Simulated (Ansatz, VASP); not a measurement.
# BN: VASP beside Ansatz

The input INCAR:

```
SYSTEM = BN
PREC = Accurate ; ENCUT = 520
EDIFF = 1E-6 ; ISMEAR = 0
SIGMA = 0.05 ; LREAL = .False.
LASPH = .True. ; NELM = 80
ALGO = Normal ; ISIF = 2
LWAVE = .False. ; LCHARG = .False.
NBANDS = 16
```

KPOINTS

```
Automatic mesh
0
Gamma
  12 12 4
  0 0 0
```

File POSCAR:

```
BN
1.0
    2.5862228145      0.0000000000      0.0000000000
   -1.2931114072      2.2397346572      0.0000000000
    0.0000000000      0.0000000000      6.5899543535
B N
2 2
Direct
    0.3333333333      0.6666666667      0.2500000000
    0.6666666667      0.3333333333      0.7500000000
    0.3333333333      0.6666666667      0.7500000000
    0.6666666667      0.3333333333      0.2500000000
```

Input for Ansatz:

```yaml
crystal:
  lattice:
    - [2.5862228145, 0.0, 0.0]
    - [-1.2931114072, 2.2397346572, 0.0]
    - [0.0, 0.0, 6.5899543535]
  atoms:
    - { symbol: B, position: [0.3333333333, 0.6666666667, 0.25] }
    - { symbol: B, position: [0.6666666667, 0.3333333333, 0.75] }
    - { symbol: "N", position: [0.3333333333, 0.6666666667, 0.75] }
    - { symbol: "N", position: [0.6666666667, 0.3333333333, 0.25] }
basis:
  ecutwfc: 520.0
kpoints:
  mp_grid: { grid: [12, 12, 4] }
hamiltonian:
  xc: lda
  pseudopotentials: { kind: paw, azcp: { folder: soft_1 } }
scf:
  occupations: { method: gaussian, width: 0.05 }
output:
  forces: true
  stress: true
  eigenvalues: true
  write_density: true
  write_potential: true
  elf: true
  volumetric_format: npy
```

Alike in both runs: task single point; functional LDA; k mesh 12 × 12 × 4; occupations gaussian, width 0.05 eV; no spin polarisation.

|  | VASP | Ansatz |
| --- | --- | --- |
| version | VASP 6.6.1 | Ansatz 0.2.0 |
| potentials or method | VASP PAW LDA potentials, release 64 (B, N), cutoff 520 eV | scalar-relativistic, plane waves, PAW |
| valence electrons in the cell | 16 | 16 |

|  | VASP | Ansatz | Ansatz less VASP |
| --- | --- | --- | --- |
| gap on the k mesh at the Fermi level (eV) | 3.88 | 3.89 | +0.010 |
| least direct gap on the mesh (eV) | 4.23 | 4.24 | +0.010 |
| pressure (GPa) | -24.1 | -24.6 | -0.48 |
| traceless stress, the component that is largest in VASP (GPa) | 23.36 | 23.99 | +0.636 |

Ansatz warns that its potentials were made for another functional, while VASP's fit it. LDA's correlation is that of Perdew and Zunger in VASP and of Perdew and Wang (1992) in Ansatz.
